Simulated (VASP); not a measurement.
Here is a VASP 6.6.1 calculation.

File INCAR:

```
SYSTEM = MgO
PREC = Accurate ; ENCUT = 520
EDIFF = 1E-6 ; ISMEAR = 0
SIGMA = 0.02 ; LREAL = Auto
LASPH = .TRUE. ; NELM = 60
ALGO = Normal ; ISIF = 2
LWAVE = .FALSE. ; LCHARG = .FALSE.
GGA = PE ; NBANDS = 86
```

Contents of KPOINTS:

```
Automatic mesh
0
Gamma
  2 2 2
  0.5 0.5 0.5
```

File POSCAR:

```
MgO
1.0
    4.2535896649     -4.2535896649      4.2535896649
   -4.2535896649      4.2535896649      4.2535896649
   -4.2535896649     -4.2535896649     -4.2535896649
Mg O
16 16
Direct
    0.2515698250      0.7507072518      0.0023607251
    0.5016924376      0.7507661057      0.7523953883
    0.7516729311      0.7508375795      0.5024608882
    0.0017064620      0.0008437036      1.0024530600
    0.2517352374      0.0007760502      0.7524703577
    0.0016045050      0.7509166841      0.2525080905
    0.7516793026      0.2508381770      0.0022917168
    0.5015798360      0.0007901818      0.5023240576
    0.7516627222      0.0008805884      0.2523305215
    0.0017459882      0.2507323764      0.7523545432
    0.5016692230      0.5008659904      0.0024778744
    0.2517241548      0.2508317853      0.5024742702
    0.7516803844      0.5008044972      0.7523774075
    0.5016040858      0.2508678689      0.2523799777
    0.0016268794      0.5008499570      0.5023808883
    0.2516041290      0.5007832252      0.2524130732
    0.2515839428      0.0009350979      0.2525001522
    0.5015424410      0.0008524407      0.0023736646
    0.7516611014      0.0008772753      0.7524632172
    0.0017030832      0.2508943485      0.2524840274
    0.2516443976      0.2508674370      0.0024740600
    0.0017078229      0.0009618444      0.5025573478
    0.7515923743      0.5009145286      0.2524690444
    0.5016032117      0.2508990009      0.7524074388
    0.7515970166      0.2508936376      0.5023768727
    0.0016435008      0.5008440086      0.0024009224
    0.5016334517      0.7508652561      0.2524808935
    0.2516907294      0.5008668930      0.7524497159
    0.7516605368      0.7509186879      0.0024837573
    0.5016179061      0.5008657910      0.5024620519
    0.0015551858      0.7508694426      0.7524177923
    0.2515771897      0.7508953644      0.5024842521
```

Potentials or basis: VASP PAW PBE potentials, release 64 (Mg, O).

Run with:

```bash
$ cat potpaw_PBE.64/Mg/POTCAR potpaw_PBE.64/O/POTCAR > POTCAR
$ mpirun -np 1 vasp_std > vasp.out
```

Task: What does it give for the largest force?

Result: 0.011 eV/Å.

Task: Predict the band gap on the k mesh.

Result: 5.88 eV.

Task: Predict the pressure.

Result: -0.7 GPa.

Forces on the atoms (eV/Å):
```
Mg  -0.005 -0.001  0.004
Mg  -0.006  0.003  0.000
Mg  -0.004  0.003  0.000
Mg  -0.003  0.001 -0.001
Mg  -0.005  0.005  0.001
Mg   0.003 -0.001  0.002
Mg  -0.006 -0.002 -0.004
Mg  -0.003 -0.003  0.002
Mg  -0.006 -0.002 -0.004
Mg  -0.008  0.005 -0.002
Mg   0.000  0.001  0.001
Mg  -0.004  0.003  0.000
Mg  -0.004  0.000 -0.002
Mg   0.000 -0.004 -0.001
Mg  -0.001 -0.003 -0.002
Mg  -0.004 -0.001  0.002
O    0.010 -0.002  0.000
O    0.003 -0.005  0.002
O    0.002  0.002 -0.001
O    0.001  0.006 -0.001
O    0.003  0.000  0.001
O    0.006  0.004 -0.003
O    0.007 -0.001  0.003
O    0.003 -0.006  0.000
O    0.004 -0.003 -0.001
O   -0.001  0.000 -0.001
O    0.002  0.003  0.002
O   -0.001  0.002 -0.002
O    0.002  0.000 -0.001
O    0.002  0.000  0.002
O    0.004 -0.006  0.001
O    0.007  0.000  0.002
```

Caveat: a shifted mesh leaves out Γ, where band edges can lie. A k mesh can miss the band edges.
